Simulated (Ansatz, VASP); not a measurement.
Ru in VASP and in Ansatz

```
CELL_PARAMETERS angstrom
2.70580 0.00000 0.00000
-1.35290 2.34329 0.00000
0.00000 0.00000 4.41036
ATOMIC_POSITIONS crystal
Ru 0.33333 0.66667 0.25000
Ru 0.66667 0.33333 0.75000
```

Change from the starting cell: zz strain of +3 %.

Alike in both runs: task single point; functional PBEsol; k mesh 14 × 14 × 8; occupations fermi-dirac, width 0.03 eV; no spin polarisation.

```csv
,VASP,Ansatz
version,VASP 6.6.1,Ansatz 0.2.0
potentials or method,"VASP PAW PBE potentials, release 64 (Ru_pv), cutoff 520 eV","all-electron LAPW, scalar-relativistic"
```

|  | VASP | Ansatz | Ansatz less VASP |
| --- | --- | --- | --- |
| pressure (GPa) | -15.1 | -14.9 | +0.11 |
| traceless stress, the component that is largest in VASP (GPa) | -10.02 | -10.06 | -0.037 |

VASP's potentials were made for PBE, not for PBEsol. Ansatz ran all-electron here, and VASP with PAW potentials.
